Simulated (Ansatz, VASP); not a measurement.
PbO: VASP beside Ansatz

INCAR

```
PREC     = Accurate       # precision mode
ENCUT    = 600            # plane-wave cutoff, eV
EDIFF    = 1E-6           # SCF threshold, eV
ISMEAR   = 1              # smearing method
SIGMA    = 0.2            # smearing width, eV
LREAL    = False          # projectors in reciprocal space
LASPH    = True           # aspherical terms in the spheres
NELM     = 120            # most SCF steps
ALGO     = Normal         # electronic algorithm
ISIF     = 2              # what is computed and relaxed
LWAVE    = False          # write WAVECAR
LCHARG   = True           # write CHGCAR
GGA      = PS             # functional
LELF     = True           # ELF
LVHAR    = True         
NBANDS   = 17             # bands
GGA_COMPAT= False
```

File KPOINTS:

```
regular mesh
0
Gamma
  6 6 6
```

File POSCAR:

```
PbO
1.0
    0.0000000000      2.7987768025      2.7987768025
    2.7987768025      0.0000000000      2.7987768025
    2.7987768025      2.7987768025      0.0000000000
Pb O
1 1
Direct
    0.0000000000      0.0000000000      0.0000000000
    0.2500000000      0.2500000000      0.2500000000
```

Input for Ansatz:

```yaml
crystal:
  lattice:
    - [0.0, 2.7987768025, 2.7987768025]
    - [2.7987768025, 0.0, 2.7987768025]
    - [2.7987768025, 2.7987768025, 0.0]
  atoms:
    - { symbol: Pb, position: [0.0, 0.0, 0.0] }
    - { symbol: O, position: [0.25, 0.25, 0.25] }
kpoints:
  mp_grid: { grid: [6, 6, 6] }
hamiltonian:
  xc: pbesol
scf:
  occupations: { method: cold, width: 0.2 }
  n_extra_bands: 4
output:
  forces: true
  stress: true
  eigenvalues: true
```

Alike in both runs: task single point; functional PBEsol; k mesh 6 × 6 × 6; no spin polarisation.

|  | VASP | Ansatz |
| --- | --- | --- |
| version | VASP 6.6.1 | Ansatz 0.2.0 |
| potentials or method | VASP PAW PBE potentials, release 64 (Pb_d, O) | plane waves |
| plane-wave cutoff (eV) | 600 | 420 |
| occupations | methfessel-paxton of order 1, width 0.2 eV | cold, width 0.2 eV |
| valence electrons in the cell | 20 | 20 |

```csv
,VASP,Ansatz,Ansatz less VASP
pressure (GPa),-0.9,-0.9,-0.02
```

VASP's potentials were made for PBE, not for PBEsol. Ansatz's warnings: smearing energy in gap.

Neither program's run includes spin-orbit coupling.
